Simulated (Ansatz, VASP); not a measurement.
**Sn3Se: VASP beside Ansatz**

```
Sn Se
1.0
     4.80428    0.00000    0.00000
     0.00000    4.80428    0.00000
     0.00000    0.00000    4.80428
Sn Se
3 1
Direct
  0.50000 0.50000 0.00000
  0.50000 0.00000 0.50000
  0.00000 0.50000 0.50000
  0.00000 0.00000 0.00000
```

Alike in both runs: task single point; functional LDA; k mesh 6 × 6 × 6; occupations fermi-dirac, width 0.05 eV; no spin polarisation.

|  | VASP | Ansatz |
| --- | --- | --- |
| version | VASP 6.6.1 | Ansatz 0.2.0 |
| potentials or method | VASP PAW LDA potentials, release 64 (Sn_d, Se) | Ansatz PAW |
| plane-wave cutoff (eV) | 520 | 420 |
| valence electrons in the cell | 48 | 58 |

```csv
,VASP,Ansatz,Ansatz less VASP
gap on the k mesh at the Fermi level (eV),none,none,-
pressure (GPa),-5.4,-5.4,-0.02
```

LDA's correlation is that of Perdew and Zunger in VASP and of Perdew and Wang (1992) in Ansatz. A gap of «none» marks a metal or a gap that the smearing closes. VASP's potentials hold 48 valence electrons a cell and Ansatz's 58, so a difference there can come from the potentials and not from the codes.
